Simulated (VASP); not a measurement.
A run of VASP 6.6.1 is set up as follows.

Contents of INCAR:

```
PREC     = Accurate       # precision mode
ENCUT    = 520            # plane-wave cutoff, eV
EDIFF    = 1E-7           # SCF threshold, eV
ISMEAR   = 0              # smearing method
SIGMA    = 0.1            # smearing width, eV
LREAL    = False          # projectors in reciprocal space
LASPH    = True           # aspherical terms in the spheres
NELM     = 100            # most SCF steps
ALGO     = Normal         # electronic algorithm
ISIF     = 2              # what is computed and relaxed
LWAVE    = False          # write WAVECAR
LCHARG   = False          # write CHGCAR
GGA      = PE             # functional
NBANDS   = 19             # bands
```

KPOINTS

```
regular mesh
0
Gamma
  14 14 6
```

File POSCAR:

```
Cd
1.0
    3.0975507888     -0.0148943625      0.0094132371
   -1.5616742907      2.6829104609     -0.0124717542
    0.0177517740     -0.0169091265      5.8753877820
Cd
2
Direct
    0.4149815511      0.7427623244      0.2649920340
    0.5850184489      0.2572376756      0.7350079660
```

Potentials or basis: VASP PAW PBE potentials, release 64 (Cd).

Run with:

```console
$ cat potpaw_PBE.64/Cd/POTCAR > POTCAR
$ mpirun -np 1 vasp_std > vasp.out
```

**Question.** Predict the largest force.

**Answer.** 0.269 eV/Å.

**Question.** Estimate the band gap on the k mesh.

**Answer.** Zero (bands 12 and 13 overlap by 3.80 eV).

Forces on the atoms (eV/Å):
```
Cd  -0.002 -0.072 -0.259
Cd   0.002  0.072  0.259
```

Caveat: the cell differs from its parent crystal (atoms moved at random and the cell strained at random).
